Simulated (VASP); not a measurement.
# MoI3 (Pm-3m) in VASP: single point with PBE

Aim: the single point of MoI3 with PBE.

All numbers are computed with VASP 6.6.1; they aren't measurements. Logs are shortened: lines on timing, memory, paths and dates and some standing lists are left out, and cuts for length are marked.

## Step 1: The cell of the first run

It takes space group Pm-3m (No. 221, cubic). Conventional cell: a = 5.087 Å, b = 5.087 Å, c = 5.087 Å, α = 90.00°, β = 90.00°, γ = 90.00°. Within 4.7 Å of Mo (site symmetry m-3m) lie 12 I at 3.60 Å. Within 4.7 Å of I (site symmetry 4/mmm) lie 4 Mo at 3.60 Å and 8 I at 3.60 Å.

## Step 2: Single point, PBE, collinear spin

Input file INCAR:

```
SYSTEM = MoI3
  ALGO = Normal
  EDIFF = 1E-6
  ENCUT = 520
  GGA = PE
  ISIF = 2
  ISMEAR = 0
  ISPIN = 2
  LASPH = .True.
  LCHARG = .True.
  LELF = .True.
  LMAXMIX = 4
  LORBIT = 11
  LREAL = .False.
  LVHAR = .True.
  LWAVE = .False.
  MAGMOM = 4.9 -0.61 -0.61 -0.61
  NBANDS = 30
  NELM = 150
  PREC = Accurate
  SIGMA = 0.1
```

Input file KPOINTS:

```
k-points
0
Gamma
  8 8 8
  0 0 0
```

Input file POSCAR:

```
MoI3
1.0
    5.0870307503      0.0000000000      0.0000000000
    0.0000000000      5.0870307503      0.0000000000
    0.0000000000      0.0000000000      5.0870307503
Mo I
1 3
Direct
    0.0000000000      0.0000000000      0.0000000000
    0.0000000000      0.5000000000      0.5000000000
    0.5000000000      0.0000000000      0.5000000000
    0.5000000000      0.5000000000      0.0000000000
```

Potentials or basis: VASP PAW PBE potentials, release 64 (Mo_sv, I).

Command:

```
$ cat potpaw_PBE.64/Mo_sv/POTCAR potpaw_PBE.64/I/POTCAR > POTCAR
$ mpirun -np 1 vasp_std > vasp.out
```

OUTCAR:

```text
SYSTEM = MoI3
   EDIFF = 1E-6
   ENCUT = 520
   GGA = PE
   ISIF = 2
   ISMEAR = 0
   ISPIN = 2
   LASPH = .True.
   LORBIT = 11
   LREAL = .False.
   NELM = 150
   PREC = Accurate

 ion  position               nearest neighbor table
   1  0.000  0.000  0.000-
   2  0.000  0.500  0.500-
   3  0.500  0.000  0.500-
   4  0.500  0.500  0.000-

  LATTYP: Found a simple cubic cell.
 ALAT       =     5.0870307503

  Lattice vectors:

 A1 = (   5.0870307503,   0.0000000000,   0.0000000000)
 A2 = (   0.0000000000,   5.0870307503,   0.0000000000)
 A3 = (   0.0000000000,   0.0000000000,   5.0870307503)

Analysis of symmetry for initial positions (statically):
=====================================================================
 Subroutine PRICEL returns:
 Original cell was already a primitive cell.

 Routine SETGRP: Setting up the symmetry group for a
 simple cubic supercell.

 Subroutine GETGRP returns: Found 48 space group operations
 (whereof 48 operations were pure point group operations)
 out of a pool of 48 trial point group operations.

The static configuration has the point symmetry O_h .

Analysis of symmetry for dynamics (positions and initial velocities):
=====================================================================
 Subroutine PRICEL returns:
 Original cell was already a primitive cell.

 Routine SETGRP: Setting up the symmetry group for a
 simple cubic supercell.

 Subroutine GETGRP returns: Found 48 space group operations
 (whereof 48 operations were pure point group operations)
 out of a pool of 48 trial point group operations.

The dynamic configuration has the point symmetry O_h .

Analysis of structural, dynamic, and magnetic symmetry:
=====================================================================
 Subroutine PRICEL returns:
 Original cell was already a primitive cell.

 Routine SETGRP: Setting up the symmetry group for a
 simple cubic supercell.

 Subroutine GETGRP returns: Found 48 space group operations
 (whereof 48 operations were pure point group operations)
 out of a pool of 48 trial point group operations.

The overall configuration has the point symmetry O_h .

 Subroutine INISYM returns: Found 48 space group operations
 (whereof 48 operations are pure point group operations),
 and found     1 'primitive' translations

----------------------------------------------------------------------------------------

                                     Primitive cell

  volume of cell :     131.6416

  direct lattice vectors                    reciprocal lattice vectors
     5.087030750  0.000000000  0.000000000     0.196578328  0.000000000  0.000000000
     0.000000000  5.087030750  0.000000000     0.000000000  0.196578328  0.000000000
     0.000000000  0.000000000  5.087030750     0.000000000  0.000000000  0.196578328

  length of vectors
     5.087030750  5.087030750  5.087030750     0.196578328  0.196578328  0.196578328

  position of ions in fractional coordinates (direct lattice)
     0.000000000  0.000000000  0.000000000
     0.000000000  0.500000000  0.500000000
     0.500000000  0.000000000  0.500000000
     0.500000000  0.500000000  0.000000000

  ion indices of the primitive-cell ions
   primitive index   ion index
                 1           1
                 2           2
                 3           3
                 4           4

----------------------------------------------------------------------------------------

 KPOINTS: k-points

Automatic generation of k-mesh.
 Grid dimensions read from file:
 generate k-points for:    8    8    8

 Generating k-lattice:

  Cartesian coordinates                     Fractional coordinates (reciprocal lattice)
     0.024572291  0.000000000  0.000000000     0.125000000  0.000000000  0.000000000
     0.000000000  0.024572291  0.000000000     0.000000000  0.125000000  0.000000000
     0.000000000  0.000000000  0.024572291     0.000000000  0.000000000  0.125000000

  Length of vectors
     0.024572291  0.024572291  0.024572291

  Shift w.r.t. Gamma in fractional coordinates (k-lattice)
     0.000000000  0.000000000  0.000000000

 Subroutine IBZKPT returns following result:
 ===========================================

 Found     35 irreducible k-points:

 Following reciprocal coordinates:
            Coordinates               Weight
  0.000000  0.000000  0.000000      1.000000
  0.125000  0.000000  0.000000      6.000000
  0.250000  0.000000  0.000000      6.000000
  0.375000  0.000000  0.000000      6.000000
  0.500000  0.000000  0.000000      3.000000
  0.125000  0.125000  0.000000     12.000000
[... 16 lines left out ...]
  0.375000  0.375000  0.125000     24.000000
  0.500000  0.375000  0.125000     24.000000
 [... further k-points ...]
   k-points           NKPTS =     35   k-points in BZ     NKDIM =     35   number of bands    NBANDS=     30
   number of dos      NEDOS =    301   number of ions     NIONS =      4
   total plane-waves  NPLWV =  64000
   dimension x,y,z NGX =    40 NGY =   40 NGZ =   40
   dimension x,y,z NGXF=    80 NGYF=   80 NGZF=   80
   ions per type =               1   3
   NGX,Y,Z   is equivalent  to a cutoff of  13.07, 13.07, 13.07 a.u.
   NGXF,Y,Z  is equivalent  to a cutoff of  26.14, 26.14, 26.14 a.u.
 SYSTEM =  MoI3
   PREC   = accura    normal or accurate (medium, high low for compatibility)
   ISTART =      0    job   : 0-new  1-cont  2-samecut
   ICHARG =      2    charge: 1-file 2-atom 10-const
   ISPIN  =      2    spin polarized calculation?
   LNONCOLLINEAR =      F non collinear calculations
   LSORBIT =      F    spin-orbit coupling
   LASPH  =      T    aspherical Exc in radial PAW
   ENCUT  =  520.0 eV  38.22 Ry    6.18 a.u.   9.46  9.46  9.46*2*pi/ulx,y,z
   NELM   =    150;   NELMIN=  2; NELMDL= -5     # of ELM steps
   EDIFF  = 0.1E-05   stopping-criterion for ELM
   LREAL  =      F    real-space projection
   EDIFFG = 0.1E-04   stopping-criterion for IOM
   NSW    =      0    number of steps for IOM
   IBRION =     -1    ionic relax: 0-MD 1-quasi-New 2-CG
   NFREE  =      0    steps in history (QN), initial steepest desc. (CG)
   ISIF   =      2    stress and relaxation
   ISYM   =      2    0-nonsym 1-usesym 2-fastsym
   POTIM  = 0.5000    time-step for ionic-motion
   TEBEG  =    0.0;   TEEND  =   0.0 temperature during run
   PSTRESS=    0.0 pullay stress
   NELECT =      35.0000    total number of electrons
   NUPDOWN=      -1.0000    fix difference up-down
   EMIN   =  10.00;   EMAX   =-10.00  energy-range for DOS
   EFERMI =   0.00;   METHOD = LEGACY
   ISMEAR =     0;   SIGMA  =   0.10  broadening in eV -4-tet -1-fermi 0-gaus
   EFERMI_NEDOS =   21; number of points for ismear=-14 and -15
   IALGO  =     38    algorithm
   IMIX   =      4    mixing-type and parameters
     AMIX     =   0.40;   BMIX     =  1.00
     AMIX_MAG =   1.60;   BMIX_MAG =  1.00
  volume/ion in A,a.u.               =      32.91       222.09
  Fermi-wavevector in a.u.,A,eV,Ry     =   1.052688  1.989293 15.077334  1.108153
  Thomas-Fermi vector in A             =   2.187781
   LORBIT       =     11    0 simple, 1 ext, 2 COOP (PROOUT), +10 PAW based schemes
   GGA     = PE    functional components
   LHFCALC =     F    Hartree Fock is set to
   AEXX    =    0.0000 exact exchange contribution
   IVDW    =     0    specifies the selected vdW correction
   LEPSILON=     F    determine dielectric tensor
   LRPA    =     F    only Hartree local field effects (RPA)
 spin polarized calculation
 Gauss-broadening in eV      SIGMA  =   0.10
  energy-cutoff  :      520.00
  volume of cell :      131.64
 maximum number of plane-waves:      3575
 NGX is ok and might be reduce to    40
   NGX = 19   NGY = 19   NGZ = 19

 number of electron      35.0000005 magnetization       3.1813299

 Free energy of the ion-electron system (eV)
  ---------------------------------------------------
  ext. energy  EPLUGINS =         0.00000000
  ---------------------------------------------------
  free energy    TOTEN  =       -10.96428294 eV

  energy without entropy =      -10.93334894  energy(sigma->0) =      -10.94881594

 E-fermi :   5.3130     XC(G=0):  -9.3252

 val. band max:        5.3102439560   @ k =   0.3750   0.2500   0.0000
 cond. band min:       5.3178084059   @ k =   0.1250   0.0000   0.0000
 fundamental gap:      0.0075644499
 Fermi energy:         5.3129542357

 spin component 1

 k-point     1 :       0.0000    0.0000    0.0000
  band No.  band energies     occupation
      1     -56.5542      1.00000
      2     -30.7565      1.00000
      3     -30.7565      1.00000
      4     -30.7565      1.00000
      5      -8.1164      1.00000
      6      -6.2419      1.00000
[... 757 lines left out ...]
     28      13.3907      0.00000
     29      14.5408      0.00000

 [... further k-points ...]

 spin component 2

 k-point     1 :       0.0000    0.0000    0.0000
  band No.  band energies     occupation
      1     -54.1845      1.00000
      2     -28.1245      1.00000
      3     -28.1245      1.00000
      4     -28.1245      1.00000
      5      -8.3580      1.00000
      6      -6.5265      1.00000
[... 757 lines left out ...]
     28      13.3237      0.00000
     29      14.5098      0.00000

 [... further k-points ...]

 [bands above 29 left out]

------------------------ aborting loop because EDIFF is reached ----------------------------------------

  FORCE on cell =-STRESS in cart. coord.  units (eV):
  Direction    XX          YY          ZZ          XY          YZ          ZX
  --------------------------------------------------------------------------------------
  -------------------------------------------------------------------------------------
  Total       -0.0482972     -0.0482972     -0.0482972      0.0000000      0.0000000     -0.0000000
  in kB       -0.5878139     -0.5878139     -0.5878139      0.0000000      0.0000000     -0.0000000
  external PRESSURE =      -0.5878139 kB  Pullay stress =       0.0000000 kB

 VOLUME and BASIS-vectors are now :
 -----------------------------------------------------------------------------
  energy-cutoff  :      520.00
  volume of cell :      131.64
      direct lattice vectors                 reciprocal lattice vectors
     5.087030750  0.000000000  0.000000000     0.196578328  0.000000000  0.000000000
     0.000000000  5.087030750  0.000000000     0.000000000  0.196578328  0.000000000
     0.000000000  0.000000000  5.087030750     0.000000000  0.000000000  0.196578328

 POSITION                                       TOTAL-FORCE (eV/Angst)
 -----------------------------------------------------------------------------------
      0.00000      0.00000      0.00000         0.000000      0.000000      0.000000
      0.00000      2.54352      2.54352         0.000000      0.000000      0.000000
      2.54352      0.00000      2.54352         0.000000      0.000000      0.000000
      2.54352      2.54352      0.00000         0.000000      0.000000      0.000000
 -----------------------------------------------------------------------------------
    total drift:                                0.000000     -0.000000     -0.000000

  FREE ENERGIE OF THE ION-ELECTRON SYSTEM (eV)
  ---------------------------------------------------
  free  energy   TOTEN  =       -10.9642829381 eV

  energy  without entropy=      -10.9333489358  energy(sigma->0) =      -10.94881594

 total charge

# of ion       s       p       d       tot
------------------------------------------
    1        2.118   5.987   3.843  11.948
    2        1.539   2.664   0.025   4.229
    3        1.539   2.664   0.025   4.229
    4        1.539   2.664   0.025   4.229
--------------------------------------------------
tot          6.736  13.981   3.917  24.634

 magnetization (x)

# of ion       s       p       d       tot
------------------------------------------
    1        0.064   0.025   3.516   3.604
    2       -0.003  -0.282   0.004  -0.281
    3       -0.003  -0.282   0.004  -0.281
    4       -0.003  -0.282   0.004  -0.281
--------------------------------------------------
tot          0.054  -0.820   3.527   2.761
```

It took 1.8 min on 1 thread of Intel Xeon 6975P-C (Granite Rapids), shared host; peak memory 0.41 GiB.

What came out:

| Property | Result |
| --- | --- |
| Free energy | -10.9643 eV |
| Pressure | -0.1 GPa |
| Net moment | 3.18 μB per cell |
| Site moments | Mo +3.60; I -0.28 μB |
| Valence electrons inside the program's atomic spheres | Mo 11.95; I 4.23 |

Caveat: spin-orbit coupling is left out, which moves the levels of the heavy elements.
